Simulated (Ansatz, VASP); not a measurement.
# P in VASP and in Ansatz

```
P
1.0
     4.59279    0.00000    0.04621
     0.00000    3.30511    0.00000
    -1.25504    0.00000    5.77751
P
4
Direct
  0.54081 0.00000 0.81719
  0.13419 0.50000 0.18304
  0.45919 0.00000 0.18281
  0.86581 0.50000 0.81696
```

Change from the starting cell: the structure that the rattled cell fell into.

Alike in both runs: functional PBE; k mesh 8 × 10 × 6; occupations gaussian, width 0.01 eV; no spin polarisation.

Ansatz relaxed the structure, and its values are those at the end. VASP's run is a single point on that final structure, the one shown.

|  | VASP | Ansatz |
| --- | --- | --- |
| version | VASP 6.6.1 | Ansatz 0.2.0 |
| potentials or method | VASP PAW PBE potentials, release 64 (P), cutoff 520 eV | scalar-relativistic, plane waves, PAW |
| valence electrons in the cell | 20 | 20 |

|  | VASP | Ansatz | Ansatz less VASP |
| --- | --- | --- | --- |
| gap on the k mesh at the Fermi level (eV) | 0.33 | 0.31 | -0.016 |
| least direct gap on the mesh (eV) | 0.33 | 0.32 | -0.014 |
| pressure (GPa) | -0.3 | 0.0 | +0.30 |
| rms of the force components (eV/Å) | 0.029 | 0.001 | -0.0280 |
